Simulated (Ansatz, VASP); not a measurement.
**AlNi: VASP beside Ansatz**

```
Al Ni
1.0
     2.02131   -2.02131    0.00000
     2.02131    2.02131    0.00000
     0.00000    0.00000    2.86963
Al Ni
1 1
Cartesian
  0.0000 0.0000 0.0000
  2.0213 0.0000 1.4348
```

Alike in both runs: functional PBEsol; k mesh 16 × 16 × 14; occupations gaussian, width 0.1 eV; no spin polarisation.

Ansatz relaxed the structure, and its values are those at the end. VASP's run is a single point on that final structure, the one shown.

```csv
,VASP,Ansatz
version,VASP 6.6.1,Ansatz 0.2.0
potentials or method,"VASP PAW PBE potentials, release 64 (Al, Ni), cutoff 520 eV","scalar-relativistic, plane waves, PAW"
valence electrons in the cell,13,21
```

VASP gave:

- gap on the k mesh at the Fermi level (eV): none
- pressure (GPa): 0.1

Task: Which values does Ansatz return?

Result: gap on the k mesh at the Fermi level (eV): none; pressure (GPa): 0.0.

VASP's potentials were made for PBE, not for PBEsol. A gap of «none» marks a metal or a gap that the smearing closes. VASP's potentials hold 13 valence electrons a cell and Ansatz's 21, so a difference there can come from the potentials and not from the codes. Ansatz's warnings: structure snapped to symmetry.
